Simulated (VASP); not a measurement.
A run of VASP 6.6.1 is set up as follows.

File INCAR:

```
PREC     = Accurate       # precision mode
ENCUT    = 520            # plane-wave cutoff, eV
EDIFF    = 1E-7           # SCF threshold, eV
ISMEAR   = 0              # smearing method
SIGMA    = 0.1            # smearing width, eV
LREAL    = F              # projectors in reciprocal space
LASPH    = T              # aspherical terms in the spheres
NELM     = 80             # most SCF steps
ALGO     = Fast           # electronic algorithm
ISIF     = 2              # what is computed and relaxed
LWAVE    = F              # write WAVECAR
LCHARG   = F              # write CHGCAR
GGA      = PE             # functional
NBANDS   = 32             # bands
```

The input KPOINTS:

```
regular mesh
0
Gamma
  6 6 4
```

POSCAR

```
NaTiPt3
1.0
    4.6860601400      0.0000000000      0.0000000000
   -2.3430300700      4.0582471200      0.0000000000
    0.0000000000      0.0000000000      4.8717980300
Na Ti Pt
1 1 3
Direct
    0.0000000000      0.0000000000      0.5000000000
    0.0000000000      0.0000000000      0.0000000000
    0.5380831900      0.0000000000      0.5000000000
    0.0000000000      0.5380831900      0.5000000000
    0.4619168100      0.4619168100      0.5000000000
```

Potentials or basis: VASP PAW PBE potentials, release 64 (Na_pv, Ti_sv, Pt).

Run with:

```console
$ cat potpaw_PBE.64/Na_pv/POTCAR potpaw_PBE.64/Ti_sv/POTCAR potpaw_PBE.64/Pt/POTCAR > POTCAR
$ mpirun -np 1 vasp_std > vasp.out
```

Problem. Estimate the band gap on the k mesh.

Solution. Zero (an odd number of electrons rules out a gap without spin polarisation).

Problem. Estimate the largest force.

Solution. 1.496 eV/Å.

Problem. Estimate the pressure.

Solution. 52.4 GPa.

Stress tensor (GPa, compression positive):
```
79.63  0.00  0.00
 0.00 79.63  0.00
 0.00  0.00 -2.02
```

Caveat: the stress differs along the axes, from -2 to 80 GPa; spin-orbit coupling is left out, which moves the levels of the heavy elements; forces of over 1 eV/Å act on the atoms, so gaps and moduli don't describe the material at rest.
